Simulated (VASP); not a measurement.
Input of a VASP 6.6.1 run:

File INCAR:

```
SYSTEM = SnO2
ALGO = Normal
EDIFF = 1E-6
ENCUT = 600
GGA = PE
GGA_COMPAT = .FALSE.
ISIF = 2
ISMEAR = 0
LASPH = .TRUE.
LCHARG = .TRUE.
LELF = .TRUE.
LREAL = .FALSE.
LVHAR = .TRUE.
LWAVE = .FALSE.
NBANDS = 20
NELM = 120
PREC = Accurate
SIGMA = 0.01
```

File KPOINTS:

```
k-points
0
G
  2 2 2
  0 0 0
```

POSCAR

```
SnO2
1.0
    0.0000000000      2.4366250000      2.4366250000
    2.4366250000      0.0000000000      2.4366250000
    2.4366250000      2.4366250000      0.0000000000
Sn O
1 2
Direct
    0.0000000000      0.0000000000      0.0000000000
    0.2650000000      0.2500000000      0.2400000000
    0.7553977700      0.7015335900      0.7805116200
```

Potentials or basis: VASP PAW PBE potentials, release 64 (Sn_d, O).

Launch:

```sh
$ cat potpaw_PBE.64/Sn_d/POTCAR potpaw_PBE.64/O/POTCAR > POTCAR
$ mpirun -np 1 vasp_std > vasp.out
```

(1) Predict the pressure.

(2) Estimate the largest force.

Results:

(1) 46.3 GPa.

(2) 2.555 eV/Å.

Caveat: the k points lie up to 1.12 Å⁻¹ apart; forces of over 1 eV/Å act on the atoms, so gaps and moduli don't describe the material at rest.
